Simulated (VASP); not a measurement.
The system is TePb.

```
CELL_PARAMETERS angstrom
0.00000 3.16504 3.16504
3.16504 0.00000 3.16504
3.16504 3.16504 0.00000
ATOMIC_POSITIONS crystal
Pb 0.00000 0.00000 0.00000
Te 0.50000 0.50000 0.50000
```

Base run:

```yaml
Program: VASP 6.6.1
Functional: RPBE
Dispersion: D3(BJ)
Potentials_or_basis: VASP PAW PBE potentials, release 64 (Pb_d, Te)
Cutoff: 520 eV
k_mesh: 7 × 7 × 7
Occupations: fermi-dirac, width 0.05 eV
Spin: no spin polarisation
```

Its results: pressure -8.8 GPa.

Question: After a change of settings the same cell gave: pressure 4.0 GPa. Which change was it?
A. functional from RPBE to BLYP
B. functional from RPBE to PBE; dispersion from D3(BJ) to none
C. functional from RPBE to PBEsol; dispersion from D3(BJ) to none
D. functional from RPBE to PBEsol; further incar settings from ALGO = Normal; EDIFF = 1e-07; NBANDS = 17 to ALGO = Normal; EDIFF = 1e-06; NBANDS = 17

Answer: A.

Caveats: the PAW data sets were made with another functional, which shifts forces and pressure a little.
